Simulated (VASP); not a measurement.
ScZn, 2 atoms in the cell. The structure is cubic, space group Pm-3m (No. 221). Conventional cell: a = 3.302 Å, b = 3.302 Å, c = 3.302 Å, α = 90.00°, β = 90.00°, γ = 90.00°. Within 3.8 Å of Sc (site symmetry m-3m) lie 8 Zn at 2.86 Å and 6 Sc at 3.30 Å. Zn (site symmetry m-3m) has 8 Sc at 2.86 Å and 6 Zn at 3.30 Å within 3.8 Å. 

```yaml
Program: VASP 6.6.1
Task: relaxation of cell and atoms
Functional: PBEsol
Potentials_or_basis: VASP PAW PBE potentials, release 64 (Sc_sv, Zn)
Cutoff: 600 eV
k_mesh: 14 × 14 × 14
Occupations: fermi-dirac, width 0.1 eV
Spin: no spin polarisation
Target_pressure: 2 GPa
Dipole_correction: no
Further_INCAR_settings: ALGO = Normal; EDIFF = 1e-06; IBRION = 2; EDIFFG = -0.002; NSW = 100; ISIF = 3
```

Potentials or basis: VASP PAW PBE potentials, release 64 (Sc_sv, Zn).

Launch:

```console
$ cat potpaw_PBE.64/Sc_sv/POTCAR potpaw_PBE.64/Zn/POTCAR > POTCAR
$ mpirun -np 1 vasp_std > vasp.out
```

Hardware: 1 thread of Intel(R) Xeon(R) Platinum 8259CL CPU @ 2.50GHz (Skylake/Cascade Lake), with other jobs on the host.

Estimate the wall time of this run.

It took 3.3 min on 1 thread of Intel(R) Xeon(R) Platinum 8259CL CPU @ 2.50GHz (Skylake/Cascade Lake), with other jobs on the host, peak memory 0.23 GiB. Counts: scf iterations 38, k points 120, ion steps 5.
